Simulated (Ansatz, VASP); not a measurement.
**Two plane-wave programs on BaTiO3**

Contents of POSCAR:

```
BaTiO3
1.0
    2.8400536727      1.6397057524      2.3314328324
   -2.8400536727      1.6397057524      2.3314328324
    0.0000000000     -3.2794115048      2.3314328324
Ba Ti O
1 1 3
Direct
    0.0027851035      0.0027851035      0.0027851035
    0.5162478520      0.5162478520      0.5162478520
    0.4897536519      0.4897536519      0.9801597407
    0.4897536519      0.9801597407      0.4897536519
    0.9801597407      0.4897536519      0.4897536519
```

The input INCAR.step1:

```
SYSTEM = BaTiO3
  PREC = Accurate
  ENCUT = 910
  ISMEAR = 0
  SIGMA = 0.05
  LREAL = .False.
  LASPH = .True.
  NELM = 120
  NBANDS = 28
  GGA = PE
  ALGO = Normal
  EDIFF = 1E-5
  LWAVE = .True.
  LCHARG = .False.
  GGA_COMPAT = .False.
```

File INCAR.step2:

```
SYSTEM = BaTiO3
  PREC = Accurate
  ENCUT = 910
  EDIFF = 1E-6
  ISMEAR = 0
  SIGMA = 0.05
  LREAL = .False.
  LASPH = .True.
  NELM = 120
  ALGO = Normal
  ISIF = 2
  LWAVE = .False.
  LCHARG = .False.
  METAGGA = R2SCAN
  LMIXTAU = .True.
  NBANDS = 28
  ISTART = 1
  GGA_COMPAT = .False.
```

Contents of KPOINTS:

```
Automatic mesh
0
Gamma
  6 6 6
  0 0 0
```

Input for Ansatz:

```yaml
crystal:
  lattice:
    - [2.8400536804, 1.6397057569, 2.3314328372]
    - [-2.8400536804, 1.6397057569, 2.3314328372]
    - [0.0, -3.2794115137, 2.3314328372]
  atoms:
    - { symbol: Ba, position: [0.0027851041, 0.0027851041, 0.0027851041] }
    - { symbol: Ti, position: [0.5162478478, 0.5162478478, 0.5162478478] }
    - { symbol: O, position: [0.4897536548, 0.4897536548, 0.9801597385] }
    - { symbol: O, position: [0.4897536548, 0.9801597385, 0.4897536548] }
    - { symbol: O, position: [0.9801597385, 0.4897536548, 0.4897536548] }
basis:
  ecutwfc: 500
kpoints:
  mp_grid: { grid: [6, 6, 6] }
hamiltonian:
  xc: r2scan
scf:
  occupations: { method: gaussian, width: 0.05 }
output:
  forces: true
  stress: true
  eigenvalues: true
```

Alike in both runs: task single point; functional r2SCAN; k mesh 6 × 6 × 6; occupations gaussian, width 0.05 eV; no spin polarisation.

|  | VASP | Ansatz |
| --- | --- | --- |
| version | VASP 6.6.1 | Ansatz 0.2.0 |
| potentials or method | VASP PAW PBE potentials, release 64 (Ba_sv, Ti_sv, O_h), cutoff 910 eV | scalar-relativistic, plane waves, PAW |
| valence electrons in the cell | 40 | 40 |

```tsv
	VASP	Ansatz	Ansatz less VASP
gap on the k mesh at the Fermi level (eV)	2.86	2.87	+0.010
least direct gap on the mesh (eV)	3.32	3.29	-0.024
rms of the force components (eV/Å)	0.050	0.000	-0.0498
```

VASP's potentials were made for PBE, not for r2SCAN. Atom by atom the forces differ by 0.050 eV/Å (rms over components).

Neither program's run includes spin-orbit coupling. Noted on VASP's run: the cutoff is short for stress, so the pressure is rough.
